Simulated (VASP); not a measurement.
Set up this calculation in VASP 6.6.1, as the native input.

```
Task                   : single point
Functional             : PBE
Potentials or basis    : VASP PAW PBE potentials, release 64 (Hf_pv, O)
Cutoff                 : 520 eV
k mesh                 : 6 × 6 × 6
Occupations            : gaussian, width 0.05 eV
Spin                   : no spin polarisation
Dipole correction      : no
Further INCAR settings : ALGO = Normal; EDIFF = 1e-06; NBANDS = 56
```

The structure of HfO2 lies in POSCAR:

```
HfO2
1.0
    4.9857588276      0.0000000000      0.0665484461
    0.0000000000      5.1953195383      0.0000000000
   -0.7686115777      0.0000000000      5.0307037893
Hf O
4 8
Direct
    0.2768064206      0.0396325064      0.2109518275
    0.7231935794      0.5396325064      0.2890481725
    0.7231935794      0.9603674936      0.7890481725
    0.2768064206      0.4603674936      0.7109518275
    0.4424315846      0.7618146957      0.4878809251
    0.5575684154      0.2618146957      0.0121190749
    0.5575684154      0.2381853043      0.5121190749
    0.4424315846      0.7381853043      0.9878809251
    0.0902363211      0.3712568077      0.3102073762
    0.9097636789      0.8712568077      0.1897926238
    0.9097636789      0.6287431923      0.6897926238
    0.0902363211      0.1287431923      0.8102073762
```

These files were run (other wordings do the same):

INCAR

```
SYSTEM = HfO2
PREC = Accurate
ENCUT = 520
EDIFF = 1E-6
ISMEAR = 0
SIGMA = 0.05
LREAL = .False.
LASPH = .True.
NELM = 80
ALGO = Normal
ISIF = 2
LWAVE = .False.
LCHARG = .False.
GGA = PE
NBANDS = 56
```

KPOINTS

```
regular mesh
0
Gamma
  6 6 6
  0 0 0
```

Potentials or basis: VASP PAW PBE potentials, release 64 (Hf_pv, O).

Command:

```sh
$ cat potpaw_PBE.64/Hf_pv/POTCAR potpaw_PBE.64/O/POTCAR > POTCAR
$ mpirun -np 1 vasp_std > vasp.out
```

It gave:

* Pressure: 10.9 GPa
* Largest force: 0.079 eV/Å
* Band gap on the k mesh: 4.56 eV (least direct gap 4.61 eV)

Caveat: the cell stands under pressure; spin-orbit coupling is left out, which moves the levels of the heavy elements.

Wall time 9.6 min on 1 thread of Intel(R) Xeon(R) Platinum 8259CL CPU @ 2.50GHz (Skylake/Cascade Lake) (shared host), peak memory 0.52 GiB.
